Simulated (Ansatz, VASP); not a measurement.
## One calculation of TiO2, two programs

The input POSCAR:

```
TiO2
1.0
    4.5968460195      0.0000000000      0.0000000000
    0.0000000000      4.5968460195      0.0000000000
    0.0000000000      0.0000000000      2.9535015158
Ti O
2 4
Direct
    0.0000000000      0.0000000000      0.0000000000
    0.5000000000      0.5000000000      0.5000000000
    0.3046430023      0.3046430023      0.0000000000
    0.1953569977      0.8046430023      0.5000000000
    0.6953569977      0.6953569977      0.0000000000
    0.8046430023      0.1953569977      0.5000000000
```

INCAR.step1

```
SYSTEM = TiO2
PREC     = Accurate       ! precision mode
ENCUT    = 520            ! plane-wave cutoff, eV
ISMEAR   = 0              ! smearing method
SIGMA    = 0.01           ! smearing width, eV
LREAL    = .False.        ! projectors in reciprocal space
LASPH    = .True.         ! aspherical terms in the spheres
NELM     = 80             ! most SCF steps
NBANDS   = 33             ! bands
GGA      = PE             ! functional
ALGO     = Normal         ! electronic algorithm
EDIFF    = 1E-4           ! SCF threshold, eV
LWAVE    = .True.         ! write WAVECAR
LCHARG   = .False.        ! write CHGCAR
```

INCAR.step2

```
SYSTEM = TiO2
PREC     = Accurate       ! precision mode
ENCUT    = 520            ! plane-wave cutoff, eV
EDIFF    = 1E-6           ! SCF threshold, eV
ISMEAR   = 0              ! smearing method
SIGMA    = 0.01           ! smearing width, eV
LREAL    = .False.        ! projectors in reciprocal space
LASPH    = .True.         ! aspherical terms in the spheres
NELM     = 80             ! most SCF steps
ALGO     = Normal         ! electronic algorithm
ISIF     = 2              ! what is computed and relaxed
LWAVE    = .False.        ! write WAVECAR
LCHARG   = .False.        ! write CHGCAR
METAGGA  = R2SCAN         ! meta-GGA
LMIXTAU  = .True.       
NBANDS   = 33             ! bands
ISTART   = 1
```

File KPOINTS:

```
Automatic mesh
0
Gamma
  6 6 8
  0 0 0
```

Input for Ansatz:

```yaml
crystal:
  lattice:
    - [4.5968460195, 0.0, 0.0]
    - [0.0, 4.5968460195, 0.0]
    - [0.0, 0.0, 2.9535015158]
  atoms:
    - { symbol: Ti, position: [0.0, 0.0, 0.0] }
    - { symbol: Ti, position: [0.5, 0.5, 0.5] }
    - { symbol: O, position: [0.3046430023, 0.3046430023, 0.0] }
    - { symbol: O, position: [0.1953569977, 0.8046430023, 0.5] }
    - { symbol: O, position: [0.6953569977, 0.6953569977, 0.0] }
    - { symbol: O, position: [0.8046430023, 0.1953569977, 0.5] }
kpoints:
  mp_grid: { grid: [6, 6, 8] }
  band_path:
    path:
      - [0.0, 0.0, 0.0]
      - [0.0, 0.5, 0.0]
      - [0.5, 0.5, 0.0]
      - [0.0, 0.0, 0.5]
      - [0.0, 0.5, 0.5]
      - [0.5, 0.5, 0.5]
    npoints: 1
hamiltonian:
  xc: r2scan
scf:
  occupations: { method: fixed }
  n_extra_bands: 5
output:
  forces: true
  stress: true
  eigenvalues: true
  write_density: true
  write_potential: true
  elf: true
  volumetric_format: npy
```

Alike in both runs: task single point; functional r2SCAN; k mesh 6 × 6 × 8; no spin polarisation.

```csv
,VASP,Ansatz
version,VASP 6.6.1,Ansatz 0.2.0
potentials or method,"VASP PAW PBE potentials, release 64 (Ti_sv, O)","plane waves, PAW"
plane-wave cutoff (eV),520,500
occupations,"gaussian, width 0.01 eV",fixed
valence electrons in the cell,48,48
```

```csv
,VASP,Ansatz,Ansatz less VASP
gap on the k mesh at the Fermi level (eV),2.23,2.22,-0.009
pressure (GPa),1.3,0.0,-1.28
"traceless stress, the component that is largest in VASP (GPa)",0.49,0.02,-0.466
rms of the force components (eV/Å),0.018,0.002,-0.0159
```

VASP's potentials were made for PBE, not for r2SCAN. Atom by atom the forces differ by 0.016 eV/Å (rms over components).
